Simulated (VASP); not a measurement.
## RbTe2P3: single point with PBE

The system is RbTe2P3.

```
Rb Te P
1.0
     4.44908    0.00000    0.00000
    -2.22454    3.85302    0.00000
     0.00000    0.00000   10.53843
Rb Te P
1 2 3
Direct
  0.00000 0.00000 0.40988
  0.33333 0.66667 0.16974
  0.33333 0.66667 0.68652
  0.66667 0.33333 0.74911
  0.66667 0.33333 0.95468
  0.00000 0.00000 0.03005
```

```
Program             : VASP 6.6.1
Task                : single point
Functional          : PBE
Potentials or basis : VASP PAW PBE potentials, release 64 (Rb_sv, Te, P)
Cutoff              : 520 eV
k mesh              : 6 × 6 × 2
Occupations         : gaussian, width 0.1 eV
Spin                : no spin polarisation
```

```json
{
 "Pressure": "0.0 GPa",
 "Largest force": "0.038 eV/Å",
 "Band gap on the k mesh": "zero (band 18 reaches 5.19 eV, above the bottom of band 19 at 3.66 eV)"
}
```

Forces on the atoms (eV/Å):
```
Rb   0.000  0.000 -0.003
Te   0.000  0.000 -0.007
Te   0.000  0.000  0.008
P    0.000  0.000  0.030
P    0.000  0.000 -0.038
P    0.000  0.000  0.010
```

Levels at points of the mesh, in eV from the Fermi level:
```
           k point  band 14  band 15  band 16  band 17  band 18  band 19  band 20  band 21  band 22  band 23
(0.00, 0.00, 0.00)    -2.94    -2.53    -1.65    -1.65    -1.38    -0.52     0.05     0.05     1.79     1.79
(0.50, 0.00, 0.00)    -2.73    -2.23    -1.73    -0.75    -0.71     1.03     1.37     1.80     3.05     3.36
(0.00, 0.00, 0.50)    -2.94    -2.00    -1.70    -1.65    -1.65    -0.77     0.05     0.05     1.85     1.85
(0.50, 0.00, 0.50)    -2.82    -2.36    -1.65    -0.79    -0.68     1.20     1.75     1.92     2.48     3.13
```

Wall time 37 s on 1 thread of Intel(R) Xeon(R) 6975P-C (Granite Rapids), on a shared host, peak memory 0.32 GiB.

Caveat: spin-orbit coupling is left out, which moves the levels of the heavy elements.
